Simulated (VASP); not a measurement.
## In3Ga6BP10: single point with PBE

The system is In3Ga6BP10.

```
CELL_PARAMETERS angstrom
2.76839 2.77036 5.50562
-2.77024 -2.76792 5.50532
8.36228 -5.59245 2.75011
ATOMIC_POSITIONS crystal
B 0.19125 0.99250 0.60505
P 0.52819 0.88022 0.59822
P 0.47357 0.36823 0.78767
P 0.99694 0.88019 0.77172
P 0.38085 0.89510 0.98968
P 0.80042 0.89633 0.19560
P 0.66303 0.37033 0.41039
P 0.15689 0.87614 0.44340
P 0.07887 0.32385 0.60230
P 0.90016 0.37198 0.98190
P 0.27729 0.39268 0.21986
Ga 0.10827 0.49638 0.78150
Ga 0.60604 0.99902 0.78292
Ga 0.01475 0.00221 0.98056
Ga 0.28752 0.49640 0.42470
Ga 0.79008 0.99973 0.41286
Ga 0.69806 0.49645 0.59974
In 0.39336 0.99917 0.21768
In 0.50063 0.50124 0.99624
In 0.89782 0.50329 0.20034
```

* Program: VASP 6.6.1
* Task: single point
* Functional: PBE
* Potentials or basis: VASP PAW PBE potentials, release 64 (B, P, Ga_d, In_d)
* Cutoff: 520 eV
* k mesh: 3 × 3 × 2
* Occupations: gaussian, width 0.1 eV
* Spin: no spin polarisation

```json
{"Pressure": "0.0 GPa", "Largest force": "0.017 eV/Å", "Band gap on the k mesh": "0.97 eV"}
```

Forces on the atoms (eV/Å):
```
B   -0.004 -0.001  0.006
P   -0.011 -0.009 -0.002
P   -0.003 -0.001  0.001
P   -0.005  0.004  0.004
P    0.001  0.002 -0.004
P    0.001 -0.002 -0.007
P    0.000 -0.004  0.004
P    0.003 -0.002  0.004
P    0.006  0.010  0.002
P   -0.001 -0.003 -0.003
P   -0.001  0.002  0.000
Ga   0.003  0.000  0.002
Ga  -0.003 -0.005  0.003
Ga   0.003 -0.003  0.003
Ga  -0.002  0.004  0.001
Ga  -0.005  0.000  0.002
Ga  -0.003 -0.001 -0.011
In   0.009  0.000  0.005
In   0.014  0.002 -0.010
In  -0.003  0.008  0.000
```

Levels at points of the mesh, in eV from the valence-band top:
```csv
k point,band 82,band 83,band 84,band 85,band 86,band 87,band 88,band 89
"(0.00, 0.00, 0.00)",-0.70,-0.14,-0.13,0.00,0.97,1.24,1.53,2.31
"(0.00, 0.00, 0.50)",-0.94,-0.85,-0.41,0.00,1.09,1.30,1.53,2.00
```

Wall time 8.4 min on 1 thread of AMD EPYC 9R45 96-Core Processor (Zen 5), with other jobs on the host, peak memory 0.58 GiB.

Caveat: spin-orbit coupling is left out, which moves the levels of the heavy elements. A k mesh can miss the band edges.
